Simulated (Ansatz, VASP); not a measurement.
MnSb: VASP beside Ansatz

```
Mn Sb
1.0
     3.48732    0.00000    0.00000
     0.00000    3.48732    0.00000
     0.00000    0.00000    3.48732
Mn Sb
1 1
Cartesian
  0.0000 0.0000 0.0000
  1.7437 1.7437 1.7437
```

Alike in both runs: functional r2SCAN; k mesh 16 × 16 × 16; occupations gaussian, width 0.1 eV; collinear spin.

Ansatz relaxed the structure, and its values are those at the end. VASP's run is a single point on that final structure, the one shown.

|  | VASP | Ansatz |
| --- | --- | --- |
| version | VASP 6.6.1 | Ansatz 0.2.0 |
| potentials or method | VASP PAW PBE potentials, release 64 (Mn_pv, Sb), cutoff 520 eV | scalar-relativistic, plane waves, PAW |
| valence electrons in the cell | 18 | 30 |

VASP gave:

```
gap on the k mesh at the Fermi level (eV)                     : none
pressure (GPa)                                                : 0.0
net moment per atom (μB)                                      : 1.97
size of the moment on the site where the two differ most (μB) : 4.06
```

Problem. What did Ansatz give for the same quantities?

Solution. gap on the k mesh at the Fermi level (eV): none; pressure (GPa): 0.0; net moment per atom (μB): 1.97; size of the moment on the site where the two differ most (μB): 4.18.

VASP's potentials were made for PBE, not for r2SCAN. Site moments also hang on the region over which each program counts them. A gap of «none» marks a metal or a gap that the smearing closes. With one functional, cell and mesh, what is left measures potentials, basis and numerics. VASP's potentials hold 18 valence electrons a cell and Ansatz's 30, so a difference there can come from the potentials and not from the codes.

Neither program's run includes spin-orbit coupling.
